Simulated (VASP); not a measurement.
AlN: single point with LDA

Crystal: AlN.

```
Al N
1.0
     3.24867    0.00000    0.00000
    -1.62433    2.81343    0.00000
     0.00000    0.00000    4.06665
Al N
2 2
Direct
  0.33333 0.66667 0.77734
  0.66667 0.33333 0.27734
  0.33333 0.66667 0.19733
  0.66667 0.33333 0.69733
```

```
Program             : VASP 6.6.1
Task                : single point
Functional          : LDA
Potentials or basis : VASP PAW LDA potentials, release 64 (Al, N)
Cutoff              : 520 eV
k mesh              : 9 × 9 × 6
Occupations         : gaussian, width 0.05 eV
Spin                : no spin polarisation
```

The pressure is 21.0 GPa and the largest force is 3.496 eV/Å. The band gap on the k mesh is 4.22 eV, direct.

Forces in eV/Å, atoms in the order of the input:
```
Al   0.000  0.000 -3.496
Al   0.000  0.000 -3.496
N    0.000  0.000  3.496
N    0.000  0.000  3.496
```

Stress tensor (GPa, compression positive):
```
-0.68  0.00  0.00
 0.00 -0.68  0.00
 0.00  0.00 64.44
```

Levels at points of the mesh, in eV from the valence-band top:
```csv
k point,band 4,band 5,band 6,band 7,band 8,band 9,band 10,band 11,band 12,band 13
"(0.00, 0.00, 0.00)",-2.89,-2.89,-1.17,-1.17,0.00,4.22,5.07,8.91,8.91,12.30
"(0.00, 0.00, 0.50)",-3.37,-2.07,-2.07,-2.07,-2.07,6.14,6.14,9.09,9.09,9.09
```

Wall time 23 s on 1 thread of Intel Xeon 8259CL (shared host), peak memory 0.14 GiB.

Caveat: forces of over 1 eV/Å act on the atoms, so gaps and moduli don't describe the material at rest. LDA gaps usually lie below the measured ones, often by a third to a half.
